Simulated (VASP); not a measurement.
A run of VASP 6.6.1 is set up as follows.

File INCAR:

```
  PREC = Accurate
  ENCUT = 520
  EDIFF = 1E-7
  ISMEAR = -1
  SIGMA = 0.05
  LREAL = False
  LASPH = True
  NELM = 80
  ALGO = Normal
  ISIF = 2
  LWAVE = False
  LCHARG = False
  GGA = PE
  NBANDS = 11
```

KPOINTS

```
Automatic mesh
0
Gamma
  4 4 4
```

Contents of POSCAR:

```
C
1.0
    0.0000000000      1.7833700000      1.7833700000
    1.7833700000      0.0000000000      1.7833700000
    1.7833700000      1.7833700000      0.0000000000
C
2
Direct
    0.7500000000      0.7500000000      0.7500000000
    0.5000000000      0.5000000000      0.5000000000
```

Potentials or basis: VASP PAW PBE potentials, release 64 (C).

Launch:

```console
$ cat potpaw_PBE.64/C/POTCAR > POTCAR
$ mpirun -np 1 vasp_std > vasp.out
```

Question: Predict the band gap on the k mesh.

Answer: 4.43 eV, indirect (least direct gap 5.58 eV).

Question: What does it give for the pressure?

Answer: 3.6 GPa.

Caveat: the k points lie up to 0.76 Å⁻¹ apart. PBE gaps usually lie below the measured ones, often by a third to a half.
